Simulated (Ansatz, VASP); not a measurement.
## CdI2 in VASP and in Ansatz

```
Cd I
1.0
     4.18664    0.00000    0.00000
    -2.09332    3.62574    0.00000
     0.00000    0.00000    6.76630
Cd I
1 2
Direct
  0.00000 0.00000 0.00000
  0.33333 0.66667 0.24920
  0.66667 0.33333 0.75080
```

Change from the starting cell: volume scaled by 0.96.

Alike in both runs: task single point; functional PBEsol; k mesh 8 × 8 × 5; occupations fermi-dirac, width 0.03 eV; no spin polarisation.

```csv
,VASP,Ansatz
version,VASP 6.6.1,Ansatz 0.2.0
potentials or method,"VASP PAW PBE potentials, release 64 (Cd, I), cutoff 500 eV","all-electron LAPW, scalar-relativistic"
```

Ansatz gave:

```
gap on the k mesh at the Fermi level (eV)                     : 2.33
pressure (GPa)                                                : 1.1
traceless stress, the component that is largest in VASP (GPa) : 0.09
rms of the force components (eV/Å)                            : 0.067
```

Question: Estimate VASP's values.

Answer: gap on the k mesh at the Fermi level (eV): 2.32; pressure (GPa): 1.2; traceless stress, the component that is largest in VASP (GPa): 0.08; rms of the force components (eV/Å): 0.080.

VASP's potentials were made for PBE, not for PBEsol. Atom by atom the forces differ by 0.013 eV/Å (rms over components). Ansatz ran all-electron here, and VASP with PAW potentials.

Spin-orbit coupling is off throughout.
